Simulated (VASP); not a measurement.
# Ga2SnO2 (P-3m1) in VASP: further runs

Ga2SnO2 is run at these levels: PBE; tasks: single point.

All numbers are computed with VASP 6.6.1; they aren't measurements. Logs are shortened: lines on timing, memory, paths and dates and some standing lists are left out, and cuts for length are marked.

## 1. The cell of the first run

It takes space group P-3m1 (No. 164, trigonal). Conventional cell: a = 3.946 Å, b = 3.946 Å, c = 5.439 Å, α = 90.00°, β = 90.00°, γ = 120.00°. Within 1.6 Å of Ga (site symmetry 3m) lie 1 O at 1.20 Å. Sn (site symmetry -3m) has 6 O at 2.59 Å and 6 Ga at 3.33 Å within 3.4 Å. Within 1.6 Å of O (site symmetry 3m) lie 1 Ga at 1.20 Å.

## 2. Single point, PBE

Input file INCAR:

```
SYSTEM = Ga2SnO2
  PREC = Accurate
  ENCUT = 520
  EDIFF = 1E-6
  ISMEAR = 0
  SIGMA = 0.1
  LREAL = .FALSE.
  LASPH = .TRUE.
  NELM = 100
  ALGO = Normal
  ISIF = 2
  LWAVE = .FALSE.
  LCHARG = .FALSE.
  GGA = PE
  NBANDS = 34
```

Input file KPOINTS:

```
regular mesh
0
G
  6 6 4
  0 0 0
```

Input file POSCAR:

```
Ga2SnO2
1.0
    3.9458152900      0.0000000000      0.0000000000
   -1.9729076500      3.4171762800      0.0000000000
    0.0000000000      0.0000000000      5.4391565700
Ga Sn O
2 1 2
Direct
    0.3333333300      0.6666666700      0.4460000100
    0.6666666700      0.3333333300      0.5539999900
    0.0000000000      0.0000000000      0.0000000000
    0.3333333300      0.6666666700      0.2260000000
    0.6666666700      0.3333333300      0.7740000000
```

Potentials or basis: VASP PAW PBE potentials, release 64 (Ga_d, Sn_d, O).

Launch:

```console
$ cat potpaw_PBE.64/Ga_d/POTCAR potpaw_PBE.64/Sn_d/POTCAR potpaw_PBE.64/O/POTCAR > POTCAR
$ mpirun -np 1 vasp_std > vasp.out
```

OUTCAR:

```text
SYSTEM = Ga2SnO2
   PREC = Accurate
   ENCUT = 520
   EDIFF = 1E-6
   ISMEAR = 0
   LREAL = .FALSE.
   LASPH = .TRUE.
   NELM = 100
   ISIF = 2
   GGA = PE

 ion  position               nearest neighbor table
   1  0.333  0.667  0.446-   4 1.20   2 2.35   2 2.35   2 2.35   3 3.33   3 3.33   3 3.33
   2  0.667  0.333  0.554-   5 1.20   1 2.35   1 2.35   1 2.35   3 3.33   3 3.33   3 3.33
   3  0.000  0.000  0.000-   4 2.59   5 2.59   5 2.59   4 2.59   5 2.59   4 2.59   1 3.33   2 3.33
                             1 3.33   2 3.33   2 3.33   1 3.33
   4  0.333  0.667  0.226-   1 1.20   3 2.59   3 2.59   3 2.59
   5  0.667  0.333  0.774-   2 1.20   3 2.59   3 2.59   3 2.59

 -----------------------------------------------------------------------------
|                                                                             |
|           W    W    AA    RRRRR   N    N  II  N    N   GGGG   !!!           |
|           W    W   A  A   R    R  NN   N  II  NN   N  G    G  !!!           |
|           W    W  A    A  R    R  N N  N  II  N N  N  G       !!!           |
|           W WW W  AAAAAA  RRRRR   N  N N  II  N  N N  G  GGG   !            |
|           WW  WW  A    A  R   R   N   NN  II  N   NN  G    G                |
|           W    W  A    A  R    R  N    N  II  N    N   GGGG   !!!           |
|                                                                             |
|     The distance between some ions is very small. Please check the          |
|     nearest-neighbor list in the OUTCAR file.                               |
|     I HOPE YOU KNOW WHAT YOU ARE DOING!                                     |
|                                                                             |
 -----------------------------------------------------------------------------

  LATTYP: Found a hexagonal cell.
 ALAT       =     3.9458152900
 C/A-ratio  =     1.3784620339

  Lattice vectors:

 A1 = (   3.9458152900,   0.0000000000,   0.0000000000)
 A2 = (  -1.9729076500,   3.4171762800,   0.0000000000)
 A3 = (   0.0000000000,   0.0000000000,   5.4391565700)

Analysis of symmetry for initial positions (statically):
=====================================================================
 Subroutine PRICEL returns:
 Original cell was already a primitive cell.

 Routine SETGRP: Setting up the symmetry group for a
 hexagonal supercell.

 Subroutine GETGRP returns: Found 12 space group operations
 (whereof 12 operations were pure point group operations)
 out of a pool of 24 trial point group operations.

The static configuration has the point symmetry D_3d.

Analysis of symmetry for dynamics (positions and initial velocities):
=====================================================================
 Subroutine PRICEL returns:
 Original cell was already a primitive cell.

 Routine SETGRP: Setting up the symmetry group for a
 hexagonal supercell.

 Subroutine GETGRP returns: Found 12 space group operations
 (whereof 12 operations were pure point group operations)
 out of a pool of 24 trial point group operations.

The dynamic configuration has the point symmetry D_3d.

 Subroutine INISYM returns: Found 12 space group operations
 (whereof 12 operations are pure point group operations),
 and found     1 'primitive' translations

----------------------------------------------------------------------------------------

                                     Primitive cell

  volume of cell :      73.3391

  direct lattice vectors                    reciprocal lattice vectors
     3.945815290  0.000000000  0.000000000     0.253433049  0.146319639  0.000000000
    -1.972907650  3.417176280  0.000000000     0.000000000  0.292639278  0.000000000
     0.000000000  0.000000000  5.439156570     0.000000000  0.000000000  0.183852034

  length of vectors
     3.945815290  3.945815293  5.439156570     0.292639278  0.292639278  0.183852034

  position of ions in fractional coordinates (direct lattice)
     0.333333330  0.666666670  0.446000010
     0.666666670  0.333333330  0.553999990
     0.000000000  0.000000000  0.000000000
     0.333333330  0.666666670  0.226000000
     0.666666670  0.333333330  0.774000000

  ion indices of the primitive-cell ions
   primitive index   ion index
                 1           1
                 2           2
                 3           3
                 4           4
                 5           5

----------------------------------------------------------------------------------------

 KPOINTS: regular mesh

Automatic generation of k-mesh.
 Grid dimensions read from file:
 generate k-points for:    6    6    4

 Generating k-lattice:

  Cartesian coordinates                     Fractional coordinates (reciprocal lattice)
     0.042238842  0.024386607  0.000000000     0.166666667 -0.000000000  0.000000000
     0.000000000  0.048773213  0.000000000     0.000000000  0.166666667  0.000000000
     0.000000000  0.000000000  0.045963009     0.000000000  0.000000000  0.250000000

  Length of vectors
     0.048773213  0.048773213  0.045963009

  Shift w.r.t. Gamma in fractional coordinates (k-lattice)
     0.000000000  0.000000000  0.000000000

 Subroutine IBZKPT returns following result:
 ===========================================

 Found     24 irreducible k-points:

 Following reciprocal coordinates:
            Coordinates               Weight
  0.000000  0.000000  0.000000      1.000000
  0.166667 -0.000000  0.000000      6.000000
  0.333333 -0.000000  0.000000      6.000000
  0.500000  0.000000  0.000000      3.000000
  0.166667  0.166667  0.000000      6.000000
  0.333333  0.166667  0.000000     12.000000
[... 16 lines left out ...]
  0.333333  0.166667  0.500000     12.000000
  0.333333  0.333333  0.500000      2.000000
   k-points           NKPTS =     24   k-points in BZ     NKDIM =     24   number of bands    NBANDS=     34
   number of dos      NEDOS =    301   number of ions     NIONS =      5
   total plane-waves  NPLWV =  36000
   dimension x,y,z NGX =    30 NGY =   30 NGZ =   40
   dimension x,y,z NGXF=    60 NGYF=   60 NGZF=   80
   ions per type =               2   1   2
   NGX,Y,Z   is equivalent  to a cutoff of  12.64, 12.64, 12.23 a.u.
   NGXF,Y,Z  is equivalent  to a cutoff of  25.28, 25.28, 24.45 a.u.
 SYSTEM =  Ga2SnO2
   PREC   = accura    normal or accurate (medium, high low for compatibility)
   ISTART =      0    job   : 0-new  1-cont  2-samecut
   ICHARG =      2    charge: 1-file 2-atom 10-const
   ISPIN  =      1    spin polarized calculation?
   LNONCOLLINEAR =      F non collinear calculations
   LSORBIT =      F    spin-orbit coupling
   LASPH  =      T    aspherical Exc in radial PAW
   ENCUT  =  520.0 eV  38.22 Ry    6.18 a.u.   7.34  7.34 10.11*2*pi/ulx,y,z
   NELM   =    100;   NELMIN=  2; NELMDL= -5     # of ELM steps
   EDIFF  = 0.1E-05   stopping-criterion for ELM
   LREAL  =      F    real-space projection
   EDIFFG = 0.1E-04   stopping-criterion for IOM
   NSW    =      0    number of steps for IOM
   IBRION =     -1    ionic relax: 0-MD 1-quasi-New 2-CG
   NFREE  =      0    steps in history (QN), initial steepest desc. (CG)
   ISIF   =      2    stress and relaxation
   ISYM   =      2    0-nonsym 1-usesym 2-fastsym
   POTIM  = 0.5000    time-step for ionic-motion
   TEBEG  =    0.0;   TEEND  =   0.0 temperature during run
   PSTRESS=    0.0 pullay stress
   NELECT =      52.0000    total number of electrons
   NUPDOWN=      -1.0000    fix difference up-down
   EMIN   =  10.00;   EMAX   =-10.00  energy-range for DOS
   EFERMI =   0.00;   METHOD = LEGACY
   ISMEAR =     0;   SIGMA  =   0.10  broadening in eV -4-tet -1-fermi 0-gaus
   EFERMI_NEDOS =   21; number of points for ismear=-14 and -15
   IALGO  =     38    algorithm
   IMIX   =      4    mixing-type and parameters
     AMIX     =   0.40;   BMIX     =  1.00
     AMIX_MAG =   1.60;   BMIX_MAG =  1.00
  volume/ion in A,a.u.               =      14.67        98.98
  Fermi-wavevector in a.u.,A,eV,Ry     =   1.459814  2.758648 28.994770  2.131056
  Thomas-Fermi vector in A             =   2.576336
   LORBIT       =      0    0 simple, 1 ext, 2 COOP (PROOUT), +10 PAW based schemes
   GGA     = PE    functional components
   LHFCALC =     F    Hartree Fock is set to
   AEXX    =    0.0000 exact exchange contribution
   IVDW    =     0    specifies the selected vdW correction
   LEPSILON=     F    determine dielectric tensor
   LRPA    =     F    only Hartree local field effects (RPA)
 non-spin polarized calculation
 Gauss-broadening in eV      SIGMA  =   0.10
  energy-cutoff  :      520.00
  volume of cell :       73.34
 maximum number of plane-waves:      2000
 NGX is ok and might be reduce to    30
   NGX = 15   NGY = 15   NGZ = 21

 number of electron      52.0000003 magnetization

 Free energy of the ion-electron system (eV)
  ---------------------------------------------------
  ext. energy  EPLUGINS =         0.00000000
  ---------------------------------------------------
  free energy    TOTEN  =         5.75780111 eV

  energy without entropy =        5.76965845  energy(sigma->0) =        5.76372978

 E-fermi :   7.6299     XC(G=0): -10.8724

 val. band max:        7.5216889300   @ k =   0.1667   0.1667   0.5000
 cond. band min:       7.6441832484   @ k =   0.0000   0.3333   0.2500
 fundamental gap:      0.1224943184
 Fermi energy:         7.6298859171

 k-point     1 :       0.0000    0.0000    0.0000
  band No.  band energies     occupation
      1     -17.2653      2.00000
      2     -17.0724      2.00000
      3     -15.0033      2.00000
      4     -14.9807      2.00000
      5     -14.9807      2.00000
      6     -14.9749      2.00000
[... 26 lines left out ...]
     33      13.7553      0.00000
     34      14.0944      0.00000

 k-point     2 :       0.1667   -0.0000    0.0000
  band No.  band energies     occupation
      1     -17.2455      2.00000
      2     -17.0886      2.00000
      3     -14.9992      2.00000
      4     -14.9822      2.00000
      5     -14.9809      2.00000
      6     -14.9667      2.00000
[... 26 lines left out ...]
     33      14.7954      0.00000
     34      16.4430      0.00000

 k-point     3 :       0.3333   -0.0000    0.0000
  band No.  band energies     occupation
      1     -17.2019      2.00000
      2     -17.1238      2.00000
      3     -14.9946      2.00000
      4     -14.9853      2.00000
      5     -14.9809      2.00000
      6     -14.9501      2.00000
[... 26 lines left out ...]
     33      16.6595      0.00000
     34      17.0082      0.00000

 k-point     4 :       0.5000    0.0000    0.0000
  band No.  band energies     occupation
      1     -17.1656      2.00000
      2     -17.1557      2.00000
      3     -14.9950      2.00000
      4     -14.9869      2.00000
      5     -14.9786      2.00000
      6     -14.9417      2.00000
[... 26 lines left out ...]
     33      17.3315      0.00000
     34      17.4956      0.00000

 k-point     5 :       0.1667    0.1667    0.0000
  band No.  band energies     occupation
      1     -17.2144      2.00000
      2     -17.1136      2.00000
      3     -14.9932      2.00000
      4     -14.9833      2.00000
      5     -14.9827      2.00000
      6     -14.9537      2.00000
[... 621 lines left out ...]
 k-point    22 :       0.1667    0.1667    0.5000
  band No.  band energies     occupation
      1     -17.1991      2.00000
      2     -17.1247      2.00000
      3     -14.9920      2.00000
      4     -14.9826      2.00000
      5     -14.9821      2.00000
      6     -14.9538      2.00000
[... 26 lines left out ...]
     33      15.9495      0.00000
     34      16.1803      0.00000

 k-point    23 :       0.3333    0.1667    0.5000
  band No.  band energies     occupation
      1     -17.1881      2.00000
      2     -17.1301      2.00000
      3     -14.9892      2.00000
      4     -14.9825      2.00000
      5     -14.9790      2.00000
      6     -14.9424      2.00000
[... 26 lines left out ...]
     33      15.4947      0.00000
     34      17.3083      0.00000

 k-point    24 :       0.3333    0.3333    0.5000
  band No.  band energies     occupation
      1     -17.1584      2.00000
      2     -17.1584      2.00000
      3     -14.9824      2.00000
      4     -14.9796      2.00000
      5     -14.9796      2.00000
      6     -14.9355      2.00000
[... 26 lines left out ...]
     33      15.8037      0.00000
     34      16.6421      0.00000

------------------------ aborting loop because EDIFF is reached ----------------------------------------

  FORCE on cell =-STRESS in cart. coord.  units (eV):
  Direction    XX          YY          ZZ          XY          YZ          ZX
  --------------------------------------------------------------------------------------
  -------------------------------------------------------------------------------------
  Total       10.5335706     10.5335706    197.5266300     -0.0000000     -0.0000000     -0.0000000
  in kB      230.1179515    230.1179516   4315.1961507     -0.0000003     -0.0000000     -0.0000000
  external PRESSURE =    1591.8106846 kB  Pullay stress =       0.0000000 kB

 VOLUME and BASIS-vectors are now :
 -----------------------------------------------------------------------------
  energy-cutoff  :      520.00
  volume of cell :       73.34
      direct lattice vectors                 reciprocal lattice vectors
     3.945815290  0.000000000  0.000000000     0.253433049  0.146319639  0.000000000
    -1.972907650  3.417176280  0.000000000     0.000000000  0.292639278  0.000000000
     0.000000000  0.000000000  5.439156570     0.000000000  0.000000000  0.183852034

 POSITION                                       TOTAL-FORCE (eV/Angst)
 -----------------------------------------------------------------------------------
     -0.00000      2.27812      2.42586        -0.000000      0.000000     75.305930
      1.97291      1.13906      3.01329         0.000000      0.000000    -75.305930
      0.00000      0.00000      0.00000         0.000000      0.000000     -0.000000
     -0.00000      2.27812      1.22925         0.000000     -0.000000    -80.336460
      1.97291      1.13906      4.20991        -0.000000      0.000000     80.336460
 -----------------------------------------------------------------------------------
    total drift:                               -0.000000      0.000000      0.000000

  FREE ENERGIE OF THE ION-ELECTRON SYSTEM (eV)
  ---------------------------------------------------
  free  energy   TOTEN  =         5.7578011074 eV

  energy  without entropy=        5.7696584481  energy(sigma->0) =        5.76372978
```

Run time: 42 s. Hardware: 1 thread of Intel Xeon 6975P-C (Granite Rapids), shared host; peak memory 0.21 GiB.

What came out:

```yaml
Free_energy: 5.7578 eV
Pressure: 159.2 GPa
Largest_force: 80.336 eV/Å
Band_gap_on_the_k_mesh: zero (band 26 reaches 9.22 eV, above the bottom of band 27 at 7.14 eV)
```

Forces on the atoms (eV/Å):
```
Ga    0.000   0.000  75.306
Ga    0.000   0.000 -75.306
Sn    0.000   0.000   0.000
O     0.000   0.000 -80.336
O     0.000   0.000  80.336
```

Stress tensor (GPa, compression positive):
```
 23.01   0.00   0.00
  0.00  23.01   0.00
  0.00   0.00 431.52
```

Levels at points of the mesh, in eV from the Fermi level:
```csv
k point,band 23,band 24,band 25,band 26,band 27,band 28,band 29,band 30
"(0.00, 0.00, 0.00)",-5.40,-5.13,-1.15,-0.91,3.01,3.01,3.33,3.33
"(0.50, 0.00, 0.00)",-5.05,-3.46,-2.50,-1.20,1.33,1.35,1.80,2.57
"(0.00, 0.00, 0.50)",-5.31,-3.94,-3.00,1.59,1.96,1.96,2.59,4.83
"(0.50, 0.00, 0.50)",-5.70,-3.94,-1.85,-1.16,0.26,1.82,1.87,3.35
```

Caveat: spin-orbit coupling is left out, which moves the levels of the heavy elements; forces of over 1 eV/Å act on the atoms, so gaps and moduli don't describe the material at rest.

(Part 1 of 3 ends here.)
